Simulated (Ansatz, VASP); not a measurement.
## KI: VASP beside Ansatz

```
K I
1.0
     0.00000    3.39125    3.39125
     3.39125    0.00000    3.39125
     3.39125    3.39125    0.00000
K I
1 1
Direct
  0.00000 0.00000 0.00000
  0.50000 0.50000 0.50000
```

Alike in both runs: task single point; functional PBE; k mesh 6 × 6 × 6; occupations tetrahedron; no spin polarisation.

|  | VASP | Ansatz |
| --- | --- | --- |
| version | VASP 6.6.1 | Ansatz 0.2.0 |
| potentials or method | VASP PAW PBE potentials, release 64 (K_sv, I), cutoff 520 eV | scalar-relativistic, plane waves, PAW |
| valence electrons in the cell | 16 | 26 |

```tsv
	VASP	Ansatz	Ansatz less VASP
gap on the k mesh at the Fermi level (eV)	4.27	4.28	+0.006
pressure (GPa)	2.8	2.8	-0.06
```

VASP's potentials hold 16 valence electrons a cell and Ansatz's 26, so a difference there can come from the potentials and not from the codes. Ansatz's warnings: band table not solved further, tetrahedron derivatives may miss energy slope.

Neither program's run includes spin-orbit coupling.
